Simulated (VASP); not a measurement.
# Ge (Imma) in VASP: single point with PBEsol

Aim: the single point of Ge with PBEsol.

Program: VASP 6.6.1. These are calculated values, not measurements. Logs are shortened: lines on timing, memory, paths and dates and some standing lists are left out, and cuts for length are marked.

### 1 The cell of the first run

It takes space group Imma (No. 74, orthorhombic). The conventional cell has a = 5.126 Å, b = 5.126 Å, c = 2.793 Å, α = 90.00°, β = 90.00°, γ = 90.00°. Ge (site symmetry mm2) has 10 Ge at 2.64 to 3.36 Å within 3.5 Å.

### 2 Single point, PBEsol (atoms displaced along a vibrational mode)

File INCAR:

```
PREC     = Accurate       # precision mode
ENCUT    = 520            # plane-wave cutoff, eV
EDIFF    = 1E-6           # SCF threshold, eV
ISMEAR   = 0              # smearing method
SIGMA    = 0.15           # smearing width, eV
LREAL    = False          # projectors in reciprocal space
LASPH    = True           # aspherical terms in the spheres
NELM     = 100            # most SCF steps
ALGO     = Normal         # electronic algorithm
ISIF     = 2              # what is computed and relaxed
LWAVE    = False          # write WAVECAR
LCHARG   = True           # write CHGCAR
GGA      = PS             # functional
LELF     = True           # ELF
LVHAR    = True         
NBANDS   = 21             # bands
```

File KPOINTS:

```
regular mesh
0
Gamma
  24 24 24
```

File POSCAR:

```
Ge
1.0
   -2.5630127546      2.5630127546      1.3966622730
    2.5630127546     -2.5630127546      1.3966622730
    2.5630127546      2.5630127546     -1.3966622730
Ge
2
Direct
    0.2365751368      0.7365751368      0.5000000000
    0.5134248632      0.5134248632      0.0000000000
```

Potentials or basis: VASP PAW PBE potentials, release 64 (Ge_d).

The run is started by

```
$ cat potpaw_PBE.64/Ge_d/POTCAR > POTCAR
$ mpirun -np 1 vasp_std > vasp.out
```

OUTCAR:

```text
PREC = Accurate
   ENCUT = 520
   EDIFF = 1E-6
   ISMEAR = 0
   LREAL = False
   LASPH = True
   NELM = 100
   ISIF = 2
   GGA = PS

 ion  position               nearest neighbor table
   1  0.237  0.737  0.500-   2 2.64   2 2.64   2 2.68   2 2.68
   2  0.513  0.513  0.000-   1 2.64   1 2.64   1 2.68   1 2.68

  LATTYP: Found a body centered tetragonal cell.
 ALAT       =     5.1260255092
 C/A-ratio  =     0.5449298957

  Lattice vectors:

 A1 = (  -2.5630127546,   2.5630127546,   1.3966622730)
 A2 = (   2.5630127546,  -2.5630127546,   1.3966622730)
 A3 = (   2.5630127546,   2.5630127546,  -1.3966622730)

Analysis of symmetry for initial positions (statically):
=====================================================================
 Subroutine PRICEL returns:
 Original cell was already a primitive cell.

 Routine SETGRP: Setting up the symmetry group for a
 body centered tetragonal supercell.

 Subroutine GETGRP returns: Found  8 space group operations
 (whereof  4 operations were pure point group operations)
 out of a pool of 16 trial point group operations.

The static configuration has the point symmetry C_2v.
 The point group associated with its full space group is D_2h.

Analysis of symmetry for dynamics (positions and initial velocities):
=====================================================================
 Subroutine PRICEL returns:
 Original cell was already a primitive cell.

 Routine SETGRP: Setting up the symmetry group for a
 body centered tetragonal supercell.

 Subroutine GETGRP returns: Found  8 space group operations
 (whereof  4 operations were pure point group operations)
 out of a pool of 16 trial point group operations.

The dynamic configuration has the point symmetry C_2v.
 The point group associated with its full space group is D_2h.

 Subroutine INISYM returns: Found  8 space group operations
 (whereof  4 operations are pure point group operations),
 and found     1 'primitive' translations

----------------------------------------------------------------------------------------

                                     Primitive cell

  volume of cell :      36.6989

  direct lattice vectors                    reciprocal lattice vectors
    -2.563012755  2.563012755  1.396662273     0.000000000  0.195082915  0.357996353
     2.563012755 -2.563012755  1.396662273     0.195082915  0.000000000  0.357996353
     2.563012755  2.563012755 -1.396662273     0.195082915  0.195082915  0.000000000

  length of vectors
     3.884421999  3.884421999  3.884421999     0.407699316  0.407699316  0.275888905

  position of ions in fractional coordinates (direct lattice)
     0.236575137  0.736575137  0.500000000
     0.513424863  0.513424863  0.000000000

  ion indices of the primitive-cell ions
   primitive index   ion index
                 1           1
                 2           2

----------------------------------------------------------------------------------------

 KPOINTS: regular mesh

Automatic generation of k-mesh.
 Grid dimensions read from file:
 generate k-points for:   24   24   24

 Generating k-lattice:

  Cartesian coordinates                     Fractional coordinates (reciprocal lattice)
     0.000000000  0.008128455  0.014916515     0.041666667 -0.000000000  0.000000000
     0.008128455  0.000000000  0.014916515    -0.000000000  0.041666667  0.000000000
     0.008128455  0.008128455  0.000000000     0.000000000  0.000000000  0.041666667

  Length of vectors
     0.016987472  0.016987472  0.011495371

  Shift w.r.t. Gamma in fractional coordinates (k-lattice)
     0.000000000  0.000000000  0.000000000

 Subroutine IBZKPT returns following result:
 ===========================================

 Found   1963 irreducible k-points:

 Following reciprocal coordinates:
            Coordinates               Weight
  0.000000  0.000000  0.000000      1.000000
  0.041667  0.000000 -0.000000      4.000000
  0.041667  0.000000 -0.041667      4.000000
  0.083333 -0.000000  0.000000      4.000000
  0.083333 -0.000000 -0.083333      4.000000
  0.125000  0.000000 -0.000000      4.000000
[... 16 lines left out ...]
  0.458333  0.000000 -0.458333      4.000000
  0.500000  0.000000 -0.000000      2.000000
 [... further k-points ...]
   k-points           NKPTS =   1963   k-points in BZ     NKDIM =   1963   number of bands    NBANDS=     21
   number of dos      NEDOS =    301   number of ions     NIONS =      2
   total plane-waves  NPLWV =  27000
   dimension x,y,z NGX =    30 NGY =   30 NGZ =   30
   dimension x,y,z NGXF=    60 NGYF=   60 NGZF=   60
   ions per type =               2
   NGX,Y,Z   is equivalent  to a cutoff of  12.84, 12.84, 12.84 a.u.
   NGXF,Y,Z  is equivalent  to a cutoff of  25.68, 25.68, 25.68 a.u.
 SYSTEM =  unknown system
   PREC   = accura    normal or accurate (medium, high low for compatibility)
   ISTART =      0    job   : 0-new  1-cont  2-samecut
   ICHARG =      2    charge: 1-file 2-atom 10-const
   ISPIN  =      1    spin polarized calculation?
   LNONCOLLINEAR =      F non collinear calculations
   LSORBIT =      F    spin-orbit coupling
   LASPH  =      T    aspherical Exc in radial PAW
   ENCUT  =  520.0 eV  38.22 Ry    6.18 a.u.   7.22  7.22  7.22*2*pi/ulx,y,z
   NELM   =    100;   NELMIN=  2; NELMDL= -5     # of ELM steps
   EDIFF  = 0.1E-05   stopping-criterion for ELM
   LREAL  =      F    real-space projection
   EDIFFG = 0.1E-04   stopping-criterion for IOM
   NSW    =      0    number of steps for IOM
   IBRION =     -1    ionic relax: 0-MD 1-quasi-New 2-CG
   NFREE  =      0    steps in history (QN), initial steepest desc. (CG)
   ISIF   =      2    stress and relaxation
   ISYM   =      2    0-nonsym 1-usesym 2-fastsym
   POTIM  = 0.5000    time-step for ionic-motion
   TEBEG  =    0.0;   TEEND  =   0.0 temperature during run
   PSTRESS=    0.0 pullay stress
   NELECT =      28.0000    total number of electrons
   NUPDOWN=      -1.0000    fix difference up-down
   EMIN   =  10.00;   EMAX   =-10.00  energy-range for DOS
   EFERMI =   0.00;   METHOD = LEGACY
   ISMEAR =     0;   SIGMA  =   0.15  broadening in eV -4-tet -1-fermi 0-gaus
   EFERMI_NEDOS =   21; number of points for ismear=-14 and -15
   IALGO  =     38    algorithm
   IMIX   =      4    mixing-type and parameters
     AMIX     =   0.40;   BMIX     =  1.00
     AMIX_MAG =   1.60;   BMIX_MAG =  1.00
  volume/ion in A,a.u.               =      18.35       123.83
  Fermi-wavevector in a.u.,A,eV,Ry     =   1.495925  2.826889 30.447010  2.237792
  Thomas-Fermi vector in A             =   2.608007
   LORBIT       =      0    0 simple, 1 ext, 2 COOP (PROOUT), +10 PAW based schemes
   GGA     = PS    functional components
   LHFCALC =     F    Hartree Fock is set to
   AEXX    =    0.0000 exact exchange contribution
   IVDW    =     0    specifies the selected vdW correction
   LEPSILON=     F    determine dielectric tensor
   LRPA    =     F    only Hartree local field effects (RPA)
 non-spin polarized calculation
 Gauss-broadening in eV      SIGMA  =   0.15
  energy-cutoff  :      520.00
  volume of cell :       36.70
 maximum number of plane-waves:      1006
 NGX is ok and might be reduce to    30
   NGX = 15   NGY = 15   NGZ = 15

 number of electron      28.0000018 magnetization

 Free energy of the ion-electron system (eV)
  ---------------------------------------------------
  ext. energy  EPLUGINS =         0.00000000
  ---------------------------------------------------
  free energy    TOTEN  =        -9.53945228 eV

  energy without entropy =       -9.53108111  energy(sigma->0) =       -9.53526670

 E-fermi :   6.7517     XC(G=0): -11.5179

 val. band max:        6.7505299729   @ k =  -0.1250  -0.2083   0.1250
 cond. band min:       6.7531614151   @ k =  -0.0833  -0.2500   0.0833
 fundamental gap:      0.0026314422
 Fermi energy:         6.7517369037

 k-point     1 :       0.0000    0.0000    0.0000
  band No.  band energies     occupation
      1     -17.9228      2.00000
      2     -17.8701      2.00000
      3     -17.8429      2.00000
      4     -17.8392      2.00000
      5     -17.7439      2.00000
      6     -17.7327      2.00000
[... 13 lines left out ...]
     20      18.3989      0.00000
     21      19.3905      0.00000

 k-point     2 :       0.0417    0.0000   -0.0000
  band No.  band energies     occupation
      1     -17.9219      2.00000
      2     -17.8678      2.00000
      3     -17.8419      2.00000
      4     -17.8362      2.00000
      5     -17.7450      2.00000
      6     -17.7344      2.00000
[... 13 lines left out ...]
     20      18.4451      0.00000
     21      19.6080      0.00000

 k-point     3 :       0.0417    0.0000   -0.0417
  band No.  band energies     occupation
      1     -17.9221      2.00000
      2     -17.8678      2.00000
      3     -17.8419      2.00000
      4     -17.8363      2.00000
      5     -17.7448      2.00000
      6     -17.7348      2.00000
[... 13 lines left out ...]
     20      18.4358      0.00000
     21      19.5814      0.00000

 k-point     4 :       0.0833   -0.0000    0.0000
  band No.  band energies     occupation
      1     -17.9194      2.00000
      2     -17.8610      2.00000
      3     -17.8390      2.00000
      4     -17.8277      2.00000
      5     -17.7483      2.00000
      6     -17.7385      2.00000
[... 13 lines left out ...]
     20      18.3523      0.00000
     21      19.0937      0.00000

 k-point     5 :       0.0833   -0.0000   -0.0833
  band No.  band energies     occupation
      1     -17.9199      2.00000
      2     -17.8612      2.00000
      3     -17.8392      2.00000
      4     -17.8280      2.00000
      5     -17.7471      2.00000
      6     -17.7403      2.00000
[... 13 lines left out ...]
     20      18.3343      0.00000
     21      18.9610      0.00000
[... 382 lines left out ...]
     20      17.1501      0.00000
     21      19.4393      0.00000

 k-point    22 :       0.4583    0.0000    0.0000
  band No.  band energies     occupation
      1     -17.8658      2.00000
      2     -17.8230      2.00000
      3     -17.8176      2.00000
      4     -17.7881      2.00000
      5     -17.7727      2.00000
      6     -17.7632      2.00000
[... 13 lines left out ...]
     20      18.3445      0.00000
     21      18.8823      0.00000

 k-point    23 :       0.4583    0.0000   -0.4583
  band No.  band energies     occupation
      1     -17.8819      2.00000
      2     -17.8294      2.00000
      3     -17.8257      2.00000
      4     -17.7998      2.00000
      5     -17.7693      2.00000
      6     -17.7562      2.00000
[... 13 lines left out ...]
     20      18.3736      0.00000
     21      19.0587      0.00000

 k-point    24 :       0.5000    0.0000   -0.0000
  band No.  band energies     occupation
      1     -17.8639      2.00000
      2     -17.8263      2.00000
      3     -17.8185      2.00000
      4     -17.7872      2.00000
      5     -17.7737      2.00000
      6     -17.7615      2.00000
[... 13 lines left out ...]
     20      18.3240      0.00000
     21      19.3392      0.00000

 [... further k-points ...]
[... 5 lines left out ...]
  --------------------------------------------------------------------------------------
  -------------------------------------------------------------------------------------
  Total       -0.2737857      0.1142433      0.0928129      0.0000000      0.0000000      0.0000000
  in kB      -11.9527668      4.9875625      4.0519701      0.0000000      0.0000000      0.0000000
  external PRESSURE =      -0.9710781 kB  Pullay stress =       0.0000000 kB

 VOLUME and BASIS-vectors are now :
 -----------------------------------------------------------------------------
  energy-cutoff  :      520.00
  volume of cell :       36.70
      direct lattice vectors                 reciprocal lattice vectors
    -2.563012755  2.563012755  1.396662273     0.000000000  0.195082915  0.357996353
     2.563012755 -2.563012755  1.396662273     0.195082915  0.000000000  0.357996353
     2.563012755  2.563012755 -1.396662273     0.195082915  0.195082915  0.000000000

 POSITION                                       TOTAL-FORCE (eV/Angst)
 -----------------------------------------------------------------------------------
      2.56301      0.00000      0.66083         0.000000     -0.000000      0.049371
      0.00000      0.00000      1.43416        -0.000000      0.000000     -0.049371
 -----------------------------------------------------------------------------------
    total drift:                               -0.000000     -0.000000      0.000000

  FREE ENERGIE OF THE ION-ELECTRON SYSTEM (eV)
  ---------------------------------------------------
  free  energy   TOTEN  =        -9.5394522820 eV

  energy  without entropy=       -9.5310811120  energy(sigma->0) =       -9.53526670
```

Wall time 27 min (1 thread of AMD EPYC 7R43 (Zen 3), shared host); peak memory 1.1 GiB.

Results:

```
Free energy            : -9.5395 eV
Pressure               : -0.1 GPa
Largest force          : 0.049 eV/Å
Band gap on the k mesh : zero (bands 14 and 15 overlap by 5.59 eV)
```

Forces on the atoms (eV/Å):
```
Ge   0.000  0.000  0.049
Ge   0.000  0.000 -0.049
```

Levels at points of the mesh, in eV from the Fermi level:
| k point | band 10 | band 11 | band 12 | band 13 | band 14 | band 15 | band 16 | band 17 | band 18 | band 19 |
| --- | --- | --- | --- | --- | --- | --- | --- | --- | --- | --- |
| (0.00, 0.00, 0.00) | -24.34 | -13.39 | -3.98 | -2.38 | -2.30 | 3.25 | 7.61 | 7.80 | 8.17 | 8.37 |
| (0.50, 0.00, 0.00) | -24.40 | -8.04 | -6.56 | -2.53 | -2.02 | -1.23 | 2.24 | 3.68 | 5.44 | 9.05 |
| (0.50, 0.00, 0.50) | -24.38 | -8.13 | -6.32 | -2.69 | -2.01 | -1.51 | 2.65 | 3.55 | 5.73 | 8.68 |
| (0.50, 0.50, 0.00) | -24.43 | -10.61 | -10.61 | 0.64 | 0.64 | 1.98 | 1.98 | 7.52 | 7.52 | 11.41 |
| (0.50, 0.50, 0.50) | -24.47 | -8.90 | -8.86 | -5.99 | -5.96 | 5.85 | 6.42 | 11.11 | 11.27 | 15.13 |

Caveat: the cell differs from its parent crystal (atoms displaced along a vibrational mode); the PAW data sets were made with another functional, which shifts forces and pressure a little.
